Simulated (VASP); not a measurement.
# Bi: single point with PBE

The system is Bi.

```
Bi
1.0
     4.80220    0.00000    0.00000
     0.00000    4.80220    0.00000
     0.00000    0.00000    4.80220
Bi
3
Direct
  0.00000 0.50000 0.50000
  0.50000 0.00000 0.50000
  0.50000 0.50000 0.00000
```

* Program: VASP 6.6.1
* Task: single point
* Functional: PBE
* Potentials or basis: VASP PAW PBE potentials, release 64 (Bi_d)
* Cutoff: 520 eV
* k mesh: 10 × 10 × 10
* Occupations: gaussian, width 0.1 eV
* Spin: no spin polarisation
* Dipole correction: no
* Further INCAR settings: ALGO = Fast; EDIFF = 1e-06; NBANDS = 30

The pressure is 0.0 GPa.

Levels at points of the mesh, in eV from the Fermi level:
```csv
k point,band 19,band 20,band 21,band 22,band 23,band 24,band 25,band 26
"(0.00, 0.00, 0.00)",-3.45,-3.45,-3.45,1.38,1.38,1.38,2.25,3.65
"(0.50, 0.00, 0.00)",-2.41,-2.41,-0.91,-0.47,-0.47,-0.23,-0.13,3.10
"(0.50, 0.50, 0.00)",-3.88,-2.56,-0.76,-0.27,-0.27,-0.23,-0.23,4.19
"(0.50, 0.50, 0.50)",-5.56,-3.62,-3.62,-3.62,2.40,4.32,4.32,4.95
```

Run time: 2 min on 1 thread of AMD EPYC 7R43 64-Core Processor (Zen 3), on a shared host, peak memory 0.25 GiB.

Caveat: spin-orbit coupling is left out, which moves the levels of the heavy elements.
